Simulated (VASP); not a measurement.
Input of a VASP 6.6.1 run:

Contents of INCAR:

```
SYSTEM = LuAlN2
  PREC = Accurate
  ENCUT = 1330
  EDIFF = 1E-6
  ISMEAR = 0
  SIGMA = 0.01
  LREAL = .False.
  LASPH = .True.
  NELM = 120
  ALGO = Normal
  ISIF = 2
  LWAVE = .False.
  LCHARG = .False.
  GGA = PE
  NBANDS = 27
  GGA_COMPAT = .False.
```

File KPOINTS:

```
Automatic mesh
0
Gamma
  8 8 8
  0 0 0
```

POSCAR

```
LuAlN2
1.0
    1.5499771116      0.8948797026      4.9826691454
   -1.5499771116      0.8948797026      4.9826691454
    0.0000000000     -1.7897594052      4.9826691454
Al Lu N
1 1 2
Direct
    1.0000000000      0.0000000000      0.0000000000
    0.5000000000      0.5000000000      0.5000000000
    0.2594600289      0.2594600289      0.2594600289
    0.7405399711      0.7405399711      0.7405399711
```

Potentials or basis: VASP PAW PBE potentials, release 64 (Al, Lu, N_h).

The run is started by

```sh
$ cat potpaw_PBE.64/Al/POTCAR potpaw_PBE.64/Lu/POTCAR potpaw_PBE.64/N_h/POTCAR > POTCAR
$ mpirun -np 1 vasp_std > vasp.out
```

Estimate the largest force.

0.290 eV/Å.

Predict the pressure.

14.9 GPa.

Predict the band gap on the k mesh.

0.47 eV (least direct gap 2.00 eV).

Stress tensor (GPa, compression positive):
```
14.81  0.00  0.00
 0.00 14.81  0.00
 0.00  0.00 15.10
```

Caveat: the cell stands under pressure; semilocal functionals underestimate gaps, and a narrow one can read as zero; spin-orbit coupling is left out, which moves the levels of the heavy elements. A k mesh can miss the band edges.
